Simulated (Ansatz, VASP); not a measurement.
# One calculation of SiC, two programs

```xyz
4
Lattice="3.0760 0.0000 0.0000 -1.5380 2.6639 0.0000 0.0000 0.0000 5.0480" Properties=species:S:1:pos:R:3 pbc="T T T"
Si    0.0000    1.7759    0.0000
Si    1.5380    0.8880    2.5240
C     0.0000    1.7759    1.9435
C     1.5380    0.8880    4.4675
```

Alike in both runs: task relaxation of cell and atoms; functional RPBE; k mesh 6 × 6 × 4; no spin polarisation.

|  | VASP | Ansatz |
| --- | --- | --- |
| version | VASP 6.6.1 | Ansatz 0.2.0 |
| potentials or method | VASP PAW PBE potentials, release 64 (Si, C) | plane waves, PAW |
| plane-wave cutoff (eV) | 600 | 420 |
| occupations | gaussian, width 0.01 eV | fixed |
| valence electrons in the cell | 16 | 16 |

|  | VASP | Ansatz | Ansatz less VASP |
| --- | --- | --- | --- |
| relaxed volume (Å³/atom) | 10.64 | 10.66 | +0.022 |
| relaxed cell length with the largest relative difference (Å) | 5.094 | 5.098 | +0.0037 |

VASP's potentials were made for PBE, not for RPBE.
